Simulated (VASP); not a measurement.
Wanted: the native input for a VASP 6.6.1 run.

- Task: single point
- Functional: LDA
- Potentials or basis: VASP PAW LDA potentials, release 64 (Ba_sv, Ti_sv, O)
- Cutoff: 520 eV
- k mesh: 8 × 8 × 8
- Occupations: gaussian, width 0.1 eV
- Spin: no spin polarisation
- Dipole correction: no
- Further INCAR settings: ALGO = Normal; EDIFF = 1e-06; NBANDS = 28

The structure of BaTiO3 lies in POSCAR:

```
BaTiO3
1.0
    3.9998000000      0.0000000000      0.0000000000
    0.0000000000      3.9998000000      0.0000000000
    0.0000000000      0.0000000000      4.0180000000
Ba Ti O
1 1 3
Direct
    0.0000000000      0.0000000000      0.0000000000
    0.5000000000      0.5000000000      0.4900000000
    0.0000000000      0.5000000000      0.5170000000
    0.5000000000      0.0000000000      0.5170000000
    0.5000000000      0.5000000000      0.0190000000
```

One way to write it, as run:

INCAR

```
  PREC = Accurate
  ENCUT = 520
  EDIFF = 1E-6
  ISMEAR = 0
  SIGMA = 0.1
  LREAL = F
  LASPH = T
  NELM = 60
  ALGO = Normal
  ISIF = 2
  LWAVE = F
  LCHARG = F
  GGA = CA
  NBANDS = 28
```

KPOINTS

```
Automatic mesh
0
Gamma
  8 8 8
```

Potentials or basis: VASP PAW LDA potentials, release 64 (Ba_sv, Ti_sv, O).

Launch:

```sh
$ cat potpaw_LDA.64/Ba_sv/POTCAR potpaw_LDA.64/Ti_sv/POTCAR potpaw_LDA.64/O/POTCAR > POTCAR
$ mpirun -np 1 vasp_std > vasp.out
```

Results of the run:

```yaml
Pressure: -6.5 GPa
Largest_force: 0.364 eV/Å
Band_gap_on_the_k_mesh: 1.68 eV, indirect (least direct gap 1.97 eV)
```

Caveat: spin-orbit coupling is left out, which moves the levels of the heavy elements.

Run time: 68 s on 1 thread of Intel(R) Xeon(R) 6975P-C (Granite Rapids), on a shared host, peak memory 0.25 GiB.
